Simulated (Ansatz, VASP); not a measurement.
## Two plane-wave programs on Al

```
CELL_PARAMETERS angstrom
4.49160 0.00000 0.00000
-2.24580 3.88984 0.00000
0.00000 0.00000 2.72260
ATOMIC_POSITIONS crystal
Al 0.33333 0.66667 0.00000
Al 0.66667 0.33333 0.00000
```

Alike in both runs: task relaxation of cell and atoms; functional PBE; dispersion D3(BJ); k mesh 7 × 7 × 10; occupations fermi-dirac, width 0.05 eV; no spin polarisation.

```csv
,VASP,Ansatz
version,VASP 6.6.1,Ansatz 0.2.0
potentials or method,"VASP PAW PBE potentials, release 64 (Al)",Ansatz PAW
plane-wave cutoff (eV),600,420
valence electrons in the cell,6,6
```

|  | VASP | Ansatz | Ansatz less VASP |
| --- | --- | --- | --- |
| gap on the k mesh at the Fermi level, each at its own relaxed structure (eV) | none | none | - |
| relaxed volume (Å³/atom) | 23.77 | 23.77 | -0.002 |
| relaxed cell length with the largest relative difference (Å) | 2.713 | 2.713 | -0.0001 |

A gap of «none» marks a metal or a gap that the smearing closes.

Noted on Ansatz's run: the plane-wave basis is chosen anew once the cell has moved, so the energies of steps on either side of that aren't comparable.
